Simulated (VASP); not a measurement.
Write the native input for VASP 6.6.1 that does the following.

```
Task                   : single point
Functional             : PBEsol
Dispersion             : D4
Potentials or basis    : VASP PAW PBE potentials, release 64 (Nb_sv, Si)
Cutoff                 : 520 eV
k mesh                 : 9 × 9 × 9
Occupations            : fermi-dirac, width 0.05 eV
Spin                   : no spin polarisation
Dipole correction      : no
Further INCAR settings : ALGO = Normal; EDIFF = 1e-06; NBANDS = 16
```

The structure of NbSi lies in POSCAR:

```
NbSi
1.0
    0.0000000000      2.5381974963      2.5381974963
    2.5381974963      0.0000000000      2.5381974963
    2.5381974963      2.5381974963      0.0000000000
Nb Si
1 1
Direct
    0.0000000000      0.0000000000      0.0000000000
    0.5000000000      0.5000000000      0.5000000000
```

The input as run:

INCAR

```
  PREC = Accurate
  ENCUT = 520
  EDIFF = 1E-6
  ISMEAR = -1
  SIGMA = 0.05
  LREAL = False
  LASPH = True
  NELM = 60
  ALGO = Normal
  ISIF = 2
  LWAVE = False
  LCHARG = False
  GGA = PS
  IVDW = 13
  NBANDS = 16
```

KPOINTS

```
Automatic mesh
0
Gamma
  9 9 9
```

Potentials or basis: VASP PAW PBE potentials, release 64 (Nb_sv, Si).

Launch:

```sh
$ cat potpaw_PBE.64/Nb_sv/POTCAR potpaw_PBE.64/Si/POTCAR > POTCAR
$ mpirun -np 1 vasp_std > vasp.out
```

It gave:

* Pressure: -0.1 GPa
* Band gap on the k mesh: zero (an odd number of electrons rules out a gap without spin polarisation)
* Dispersion energy per atom: -0.225 eV

Caveat: the PAW data sets were made with another functional, which shifts forces and pressure a little.

It took 25 s on 1 thread of Intel Xeon 8259CL, on a shared host, peak memory 0.16 GiB.
